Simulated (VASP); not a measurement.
The system is CoO.

```xyz
2
Lattice="-1.5080 1.5080 2.1072 1.5080 -1.5080 2.1072 1.5080 1.5080 -2.1072" Properties=species:S:1:pos:R:3 pbc="T T T"
Co    0.0000    0.0000    0.0000
O     0.0000    0.0000    2.1072
```

Base run:

* Program: VASP 6.6.1
* Functional: PBEsol
* Potentials or basis: VASP PAW PBE potentials, release 64 (Co, O)
* Cutoff: 520 eV
* k mesh: 14 × 14 × 14
* Occupations: gaussian, width 0.05 eV
* Spin: collinear spin, ferromagnetic start
* Starting moments: [2.5, 0.33] μB

Its results: pressure -9.5 GPa; net moment 2.95 μB per cell; site moments Co +2.57; O +0.32 μB.

Problem. The run is repeated on the same cell with these changes: functional from PBEsol to PBE; moments at the start from [2.5, 0.33] to [3.0, 0.0]. What comes out?

Solution. Pressure -0.5 GPa; net moment 2.92 μB per cell; site moments Co +2.56; O +0.30 μB.

Caveats: a cell with one magnetic atom can't hold antiferromagnetic order, which such compounds often take; the cell stands under tension (at least some runs); the PAW data sets were made with another functional, which shifts forces and pressure a little (at least some runs).
